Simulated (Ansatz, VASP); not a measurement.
## One calculation of InP, two programs

File POSCAR:

```
InP
1.0
    0.0000000000      2.9519763900      2.9519763900
    2.9519763900      0.0000000000      2.9519763900
    2.9519763900      2.9519763900      0.0000000000
In P
1 1
Direct
    0.0000000000      0.0000000000      0.0000000000
    0.7500000000      0.7500000000      0.7500000000
```

The input INCAR.step1:

```
SYSTEM = InP
PREC     = Accurate       ! precision mode
ENCUT    = 600            ! plane-wave cutoff, eV
ISMEAR   = 0              ! smearing method
SIGMA    = 0.02           ! smearing width, eV
LREAL    = .FALSE.        ! projectors in reciprocal space
LASPH    = .TRUE.         ! aspherical terms in the spheres
NELM     = 80             ! most SCF steps
GGA      = PE             ! functional
ALGO     = Normal         ! electronic algorithm
EDIFF    = 1E-4           ! SCF threshold, eV
LWAVE    = .TRUE.         ! write WAVECAR
LCHARG   = .FALSE.        ! write CHGCAR
```

INCAR.step2

```
SYSTEM = InP
PREC     = Accurate       ! precision mode
ENCUT    = 600            ! plane-wave cutoff, eV
EDIFF    = 1E-7           ! SCF threshold, eV
ISMEAR   = 0              ! smearing method
SIGMA    = 0.02           ! smearing width, eV
LREAL    = .FALSE.        ! projectors in reciprocal space
LASPH    = .TRUE.         ! aspherical terms in the spheres
NELM     = 80             ! most SCF steps
ALGO     = Normal         ! electronic algorithm
ISIF     = 3              ! what is computed and relaxed
LWAVE    = .FALSE.        ! write WAVECAR
LCHARG   = .FALSE.        ! write CHGCAR
METAGGA  = R2SCAN         ! meta-GGA
LMIXTAU  = .TRUE.       
IBRION   = 2              ! ionic algorithm
NSW      = 100            ! ionic steps
EDIFFG   = -0.002         ! ionic threshold
ISTART   = 1
```

Contents of KPOINTS:

```
regular mesh
0
G
  10 10 10
  0 0 0
```

Input for Ansatz:

```yaml
crystal:
  lattice:
    - [0.0, 2.95197639, 2.95197639]
    - [2.95197639, 0.0, 2.95197639]
    - [2.95197639, 2.95197639, 0.0]
  atoms:
    - { symbol: In, position: [0.0, 0.0, 0.0] }
    - { symbol: P, position: [0.75, 0.75, 0.75] }
basis:
  ecutwfc: 600.0
kpoints:
  mp_grid: { grid: [10, 10, 10] }
hamiltonian:
  xc: r2scan
  pseudopotentials: { kind: paw, azcp: { folder: soft_1 } }
scf:
  occupations: { method: gaussian, width: 0.02 }
output:
  forces: true
  stress: true
  eigenvalues: true
relax:
  adjacent_minimum: "off"
  f_tol: 0.002
  max_steps: 80
  cell: { stress_tol: 0.02 }
```

Alike in both runs: task relaxation of cell and atoms; functional r2SCAN; k mesh 10 × 10 × 10; occupations gaussian, width 0.02 eV; no spin polarisation.

|  | VASP | Ansatz |
| --- | --- | --- |
| version | VASP 6.6.1 | Ansatz 0.2.0 |
| potentials or method | VASP PAW PBE potentials, release 64 (In_d, P), cutoff 600 eV | scalar-relativistic, plane waves, PAW |
| valence electrons in the cell | 18 | 18 |

|  | VASP | Ansatz | Ansatz less VASP |
| --- | --- | --- | --- |
| gap on the k mesh at the Fermi level, each at its own relaxed structure (eV) | 1.04 | 1.02 | -0.017 |
| relaxed volume (Å³/atom) | 25.73 | 25.77 | +0.038 |
| relaxed length of the cell vector where the two differ most in proportion (Å) | 4.175 | 4.177 | +0.0021 |

VASP's potentials were made for PBE, not for r2SCAN.
